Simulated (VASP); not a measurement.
# TaRu (P4/mmm) in VASP: further runs

TaRu is run at these levels: LDA; tasks: electric field gradients.

All numbers are computed with VASP 6.6.1; they aren't measurements. Logs are shortened: lines on timing, memory, paths and dates and some standing lists are left out, and cuts for length are marked.

## (1) The cell of the first run

The structure is tetragonal, space group P4/mmm (No. 123). Conventional cell: a = 3.053 Å, b = 3.053 Å, c = 3.321 Å, α = 90.00°, β = 90.00°, γ = 90.00°. Within 3.6 Å of Ta (site symmetry 4/mmm) lie 8 Ru at 2.72 Å and 6 Ta at 3.05 to 3.32 Å. Within 3.6 Å of Ru (site symmetry 4/mmm) lie 8 Ta at 2.72 Å and 6 Ru at 3.05 to 3.32 Å.

## (2) Electric field gradients, LDA (zz strain of -2 %)

INCAR

```
SYSTEM = TaRu
  PREC = Accurate
  ENCUT = 520
  EDIFF = 1E-8
  ISMEAR = -1
  SIGMA = 0.05
  LREAL = .FALSE.
  LASPH = .TRUE.
  NELM = 100
  ALGO = Normal
  ISIF = 2
  LWAVE = .FALSE.
  LCHARG = .FALSE.
  LEFG = .TRUE.
  NBANDS = 20
```

KPOINTS

```
Automatic mesh
0
G
  11 11 10
  0 0 0
```

POSCAR

```
TaRu
1.0
    3.0530000000      0.0000000000      0.0000000000
    0.0000000000      3.0530000000      0.0000000000
    0.0000000000      0.0000000000      3.3212200000
Ta Ru
1 1
Direct
    0.5000000000      0.5000000000      0.5000000000
    0.0000000000      0.0000000000      0.0000000000
```

Potentials or basis: VASP PAW LDA potentials, release 64 (Ta_pv, Ru_pv).

Command:

```bash
$ cat potpaw_LDA.64/Ta_pv/POTCAR potpaw_LDA.64/Ru_pv/POTCAR > POTCAR
$ mpirun -np 1 vasp_std > vasp.out
```

OUTCAR:

```text
SYSTEM = TaRu
   PREC = Accurate
   ENCUT = 520
   EDIFF = 1E-8
   ISMEAR = -1
   LREAL = .FALSE.
   LASPH = .TRUE.
   NELM = 100
   ISIF = 2

 ion  position               nearest neighbor table
   1  0.500  0.500  0.500-   2 2.72   2 2.72   2 2.72   2 2.72   2 2.72   2 2.72   2 2.72   2 2.72

   2  0.000  0.000  0.000-   1 2.72   1 2.72   1 2.72   1 2.72   1 2.72   1 2.72   1 2.72   1 2.72

  LATTYP: Found a simple tetragonal cell.
 ALAT       =     3.0530000000
 C/A-ratio  =     1.0878545693

  Lattice vectors:

 A1 = (   3.0530000000,   0.0000000000,   0.0000000000)
 A2 = (   0.0000000000,   3.0530000000,   0.0000000000)
 A3 = (   0.0000000000,   0.0000000000,   3.3212200000)

Analysis of symmetry for initial positions (statically):
=====================================================================
 Subroutine PRICEL returns:
 Original cell was already a primitive cell.

 Routine SETGRP: Setting up the symmetry group for a
 simple tetragonal supercell.

 Subroutine GETGRP returns: Found 16 space group operations
 (whereof 16 operations were pure point group operations)
 out of a pool of 16 trial point group operations.

The static configuration has the point symmetry D_4h.

Analysis of symmetry for dynamics (positions and initial velocities):
=====================================================================
 Subroutine PRICEL returns:
 Original cell was already a primitive cell.

 Routine SETGRP: Setting up the symmetry group for a
 simple tetragonal supercell.

 Subroutine GETGRP returns: Found 16 space group operations
 (whereof 16 operations were pure point group operations)
 out of a pool of 16 trial point group operations.

The dynamic configuration has the point symmetry D_4h.

 Subroutine INISYM returns: Found 16 space group operations
 (whereof 16 operations are pure point group operations),
 and found     1 'primitive' translations

----------------------------------------------------------------------------------------

                                     Primitive cell

  volume of cell :      30.9565

  direct lattice vectors                    reciprocal lattice vectors
     3.053000000  0.000000000  0.000000000     0.327546675  0.000000000  0.000000000
     0.000000000  3.053000000  0.000000000     0.000000000  0.327546675  0.000000000
     0.000000000  0.000000000  3.321220000     0.000000000  0.000000000  0.301094176

  length of vectors
     3.053000000  3.053000000  3.321220000     0.327546675  0.327546675  0.301094176

  position of ions in fractional coordinates (direct lattice)
     0.500000000  0.500000000  0.500000000
     0.000000000  0.000000000  0.000000000

  ion indices of the primitive-cell ions
   primitive index   ion index
                 1           1
                 2           2

----------------------------------------------------------------------------------------

 KPOINTS: Automatic mesh

Automatic generation of k-mesh.
 Grid dimensions read from file:
 generate k-points for:   11   11   10

 Generating k-lattice:

  Cartesian coordinates                     Fractional coordinates (reciprocal lattice)
     0.029776970  0.000000000  0.000000000     0.090909091  0.000000000  0.000000000
     0.000000000  0.029776970  0.000000000     0.000000000  0.090909091  0.000000000
     0.000000000  0.000000000  0.030109418     0.000000000  0.000000000  0.100000000

  Length of vectors
     0.029776970  0.029776970  0.030109418

  Shift w.r.t. Gamma in fractional coordinates (k-lattice)
     0.000000000  0.000000000  0.000000000

 Subroutine IBZKPT returns following result:
 ===========================================

 Found    126 irreducible k-points:

 Following reciprocal coordinates:
            Coordinates               Weight
  0.000000  0.000000  0.000000      1.000000
  0.090909  0.000000  0.000000      4.000000
  0.181818  0.000000  0.000000      4.000000
  0.272727  0.000000  0.000000      4.000000
  0.363636  0.000000  0.000000      4.000000
  0.454545  0.000000  0.000000      4.000000
[... 16 lines left out ...]
  0.090909  0.000000  0.100000      8.000000
  0.181818  0.000000  0.100000      8.000000
 [... further k-points ...]
   k-points           NKPTS =    126   k-points in BZ     NKDIM =    126   number of bands    NBANDS=     20
   number of dos      NEDOS =    301   number of ions     NIONS =      2
   total plane-waves  NPLWV =  16128
   dimension x,y,z NGX =    24 NGY =   24 NGZ =   28
   dimension x,y,z NGXF=    48 NGYF=   48 NGZF=   56
   ions per type =               1   1
   NGX,Y,Z   is equivalent  to a cutoff of  13.07, 13.07, 14.02 a.u.
   NGXF,Y,Z  is equivalent  to a cutoff of  26.14, 26.14, 28.03 a.u.
 SYSTEM =  TaRu
   PREC   = accura    normal or accurate (medium, high low for compatibility)
   ISTART =      0    job   : 0-new  1-cont  2-samecut
   ICHARG =      2    charge: 1-file 2-atom 10-const
   ISPIN  =      1    spin polarized calculation?
   LNONCOLLINEAR =      F non collinear calculations
   LSORBIT =      F    spin-orbit coupling
   LASPH  =      T    aspherical Exc in radial PAW
   ENCUT  =  520.0 eV  38.22 Ry    6.18 a.u.   5.68  5.68  6.18*2*pi/ulx,y,z
   NELM   =    100;   NELMIN=  2; NELMDL= -5     # of ELM steps
   EDIFF  = 0.1E-07   stopping-criterion for ELM
   LREAL  =      F    real-space projection
   EDIFFG = 0.1E-06   stopping-criterion for IOM
   NSW    =      0    number of steps for IOM
   IBRION =     -1    ionic relax: 0-MD 1-quasi-New 2-CG
   NFREE  =      0    steps in history (QN), initial steepest desc. (CG)
   ISIF   =      2    stress and relaxation
   ISYM   =      2    0-nonsym 1-usesym 2-fastsym
   POTIM  = 0.5000    time-step for ionic-motion
   TEBEG  =    0.0;   TEEND  =   0.0 temperature during run
   PSTRESS=    0.0 pullay stress
   NELECT =      25.0000    total number of electrons
   NUPDOWN=      -1.0000    fix difference up-down
   EMIN   =  10.00;   EMAX   =-10.00  energy-range for DOS
   EFERMI =   0.00;   METHOD = LEGACY
   ISMEAR =    -1;   SIGMA  =   0.05  broadening in eV -4-tet -1-fermi 0-gaus
   EFERMI_NEDOS =   21; number of points for ismear=-14 and -15
   IALGO  =     38    algorithm
   IMIX   =      4    mixing-type and parameters
     AMIX     =   0.40;   BMIX     =  1.00
     AMIX_MAG =   1.60;   BMIX_MAG =  1.00
  volume/ion in A,a.u.               =      15.48       104.45
  Fermi-wavevector in a.u.,A,eV,Ry     =   1.524536  2.880956 31.622807  2.324211
  Thomas-Fermi vector in A             =   2.632830
   LORBIT       =      0    0 simple, 1 ext, 2 COOP (PROOUT), +10 PAW based schemes
   GGA     = CA    functional components
   LHFCALC =     F    Hartree Fock is set to
   AEXX    =    0.0000 exact exchange contribution
   IVDW    =     0    specifies the selected vdW correction
   LEPSILON=     F    determine dielectric tensor
   LRPA    =     F    only Hartree local field effects (RPA)
 non-spin polarized calculation
  energy-cutoff  :      520.00
  volume of cell :       30.96
 maximum number of plane-waves:       844
 NGX is ok and might be reduce to    24
   NGX = 11   NGY = 11   NGZ = 13

 number of electron      25.0000004 magnetization

 Free energy of the ion-electron system (eV)
  ---------------------------------------------------
  ext. energy  EPLUGINS =         0.00000000
  ---------------------------------------------------
  free energy    TOTEN  =       -24.05809775 eV

  energy without entropy =      -24.03891090  energy(sigma->0) =      -24.04850433

 E-fermi :   9.5680     XC(G=0): -13.5993

 val. band max:        9.5576287063   @ k =   0.2727   0.0909   0.1000
 cond. band min:       9.5771272972   @ k =   0.2727   0.0000   0.2000
 fundamental gap:      0.0194985910
 Fermi energy:         9.5680365004

 k-point     1 :       0.0000    0.0000    0.0000
  band No.  band energies     occupation
      1     -33.2987      2.00000
      2     -33.2602      2.00000
      3     -33.2602      2.00000
      4     -25.1145      2.00000
      5     -24.9981      2.00000
      6     -24.9981      2.00000
[... 12 lines left out ...]
     19      18.8509      0.00000
     20      18.8509      0.00000

 k-point     2 :       0.0909    0.0000    0.0000
  band No.  band energies     occupation
      1     -33.2962      2.00000
      2     -33.2725      2.00000
      3     -33.2582      2.00000
      4     -25.1145      2.00000
      5     -25.0383      2.00000
      6     -24.9971      2.00000
[... 12 lines left out ...]
     19      18.1931      0.00000
     20      19.6237      0.00000

 k-point     3 :       0.1818    0.0000    0.0000
  band No.  band energies     occupation
      1     -33.3053      2.00000
      2     -33.2896      2.00000
      3     -33.2531      2.00000
      4     -25.1448      2.00000
      5     -25.1146      2.00000
      6     -24.9942      2.00000
[... 12 lines left out ...]
     19      19.6220      0.00000
     20      19.6669      0.00000

 k-point     4 :       0.2727    0.0000    0.0000
  band No.  band energies     occupation
      1     -33.3480      2.00000
      2     -33.2808      2.00000
      3     -33.2464      2.00000
      4     -25.2815      2.00000
      5     -25.1147      2.00000
      6     -24.9905      2.00000
[... 12 lines left out ...]
     19      19.6669      0.00000
     20      21.7731      0.00000

 k-point     5 :       0.3636    0.0000    0.0000
  band No.  band energies     occupation
      1     -33.3870      2.00000
      2     -33.2727      2.00000
      3     -33.2402      2.00000
      4     -25.4045      2.00000
      5     -25.1148      2.00000
      6     -24.9871      2.00000
[... 12 lines left out ...]
     19      19.6668      0.00000
     20      21.7851      0.00000
[... 353 lines left out ...]
      6     -25.0654      2.00000
[... 12 lines left out ...]
     19      19.6650      0.00000
     20      19.7746      0.00000

 k-point    22 :       0.0000    0.0000    0.1000
  band No.  band energies     occupation
      1     -33.3034      2.00000
      2     -33.2588      2.00000
      3     -33.2588      2.00000
      4     -25.1385      2.00000
      5     -24.9994      2.00000
      6     -24.9994      2.00000
[... 12 lines left out ...]
     19      19.6568      0.00000
     20      19.6568      0.00000

 k-point    23 :       0.0909    0.0000    0.1000
  band No.  band energies     occupation
      1     -33.3016      2.00000
      2     -33.2710      2.00000
      3     -33.2569      2.00000
      4     -25.1383      2.00000
      5     -25.0381      2.00000
      6     -24.9981      2.00000
[... 12 lines left out ...]
     19      19.0164      0.00000
     20      19.6673      0.00000

 k-point    24 :       0.1818    0.0000    0.1000
  band No.  band energies     occupation
      1     -33.3072      2.00000
      2     -33.2932      2.00000
      3     -33.2519      2.00000
      4     -25.1537      2.00000
      5     -25.1247      2.00000
      6     -24.9946      2.00000
[... 12 lines left out ...]
     19      19.0452      0.00000
     20      19.6679      0.00000

 [... further k-points ...]

------------------------ aborting loop because EDIFF is reached ----------------------------------------

  FORCE on cell =-STRESS in cart. coord.  units (eV):
  Direction    XX          YY          ZZ          XY          YZ          ZX
  --------------------------------------------------------------------------------------
  -------------------------------------------------------------------------------------
  Total       -1.0911141     -1.0911141     -0.4949337      0.0000000      0.0000000      0.0000000
  in kB      -56.4715220    -56.4715220    -25.6157088      0.0000000      0.0000000      0.0000000
  external PRESSURE =     -46.1862509 kB  Pullay stress =       0.0000000 kB

 VOLUME and BASIS-vectors are now :
 -----------------------------------------------------------------------------
  energy-cutoff  :      520.00
  volume of cell :       30.96
      direct lattice vectors                 reciprocal lattice vectors
     3.053000000  0.000000000  0.000000000     0.327546675  0.000000000  0.000000000
     0.000000000  3.053000000  0.000000000     0.000000000  0.327546675  0.000000000
     0.000000000  0.000000000  3.321220000     0.000000000  0.000000000  0.301094176

 POSITION                                       TOTAL-FORCE (eV/Angst)
 -----------------------------------------------------------------------------------
      1.52650      1.52650      1.66061         0.000000      0.000000      0.000000
      0.00000      0.00000      0.00000         0.000000      0.000000      0.000000
 -----------------------------------------------------------------------------------
    total drift:                                0.000000      0.000000     -0.000000

  FREE ENERGIE OF THE ION-ELECTRON SYSTEM (eV)
  ---------------------------------------------------
  free  energy   TOTEN  =       -24.0580977481 eV

  energy  without entropy=      -24.0389109035  energy(sigma->0) =      -24.04850433

 Electric field gradients (V/A^2)
---------------------------------------------------------------------
 ion       V_xx      V_yy      V_zz      V_xy      V_xz      V_yz
---------------------------------------------------------------------
   1      -2.971    -2.971     5.942    -0.000     0.000     0.000
   2     -11.494   -11.494    22.987    -0.000     0.000     0.000
---------------------------------------------------------------------

 Electric field gradients after diagonalization (V/A^2)
 (convention: |V_zz| > |V_xx| > |V_yy|)
----------------------------------------------------------------------
 ion       V_xx      V_yy      V_zz     asymmetry (V_yy - V_xx)/ V_zz
----------------------------------------------------------------------
   1      -2.971    -2.971     5.942       0.000
   2     -11.494   -11.494    22.987       0.000
----------------------------------------------------------------------

           NMR quadrupolar parameters

 Cq : quadrupolar parameter    Cq=e*Q*V_zz/h
 eta: asymmetry parameters     (V_yy - V_xx)/ V_zz
 Q  : nuclear electric quadrupole moment in mb (millibarn)
----------------------------------------------------------------------
 ion       Cq(MHz)       eta       Q (mb)
----------------------------------------------------------------------
   1       0.014       0.000       1.000
   2       0.056       0.000       1.000
----------------------------------------------------------------------
```

Wall time 85 s (1 thread of Intel Xeon Platinum 8259CL at 2.50GHz (Skylake/Cascade Lake), shared host); peak memory 0.19 GiB.

Results:

```yaml
Free_energy: -24.0581 eV
Pressure: -4.6 GPa
```

Stress tensor (GPa, compression positive):
```
-5.65  0.00  0.00
 0.00 -5.65  0.00
 0.00  0.00 -2.56
```

Levels at points of the mesh, in eV from the Fermi level:
```csv
k point,band 8,band 9,band 10,band 11,band 12,band 13,band 14,band 15,band 16,band 17
"(0.00, 0.00, 0.00)",-6.07,-5.90,-2.48,-2.48,-1.75,0.52,1.67,4.34,4.45,4.45
"(0.00, 0.00, 0.50)",-4.86,-4.06,-2.63,-1.98,-1.98,-0.98,0.21,0.60,0.60,2.89
```

Electric field gradients, principal values (V/Å²):
```tsv
atom	least	middle	greatest (by size)
1 Ta	-2.971	-2.971	5.942
2 Ru	-11.494	-11.494	22.987
```

Caveat: the cell differs from its parent crystal (zz strain of -2 %); without QUAD_EFG the Cq values of the log hold for a quadrupole moment of 1 mb, not for the nuclei; spin-orbit coupling is left out, which moves the levels of the heavy elements.

[end of part 1 of 3]
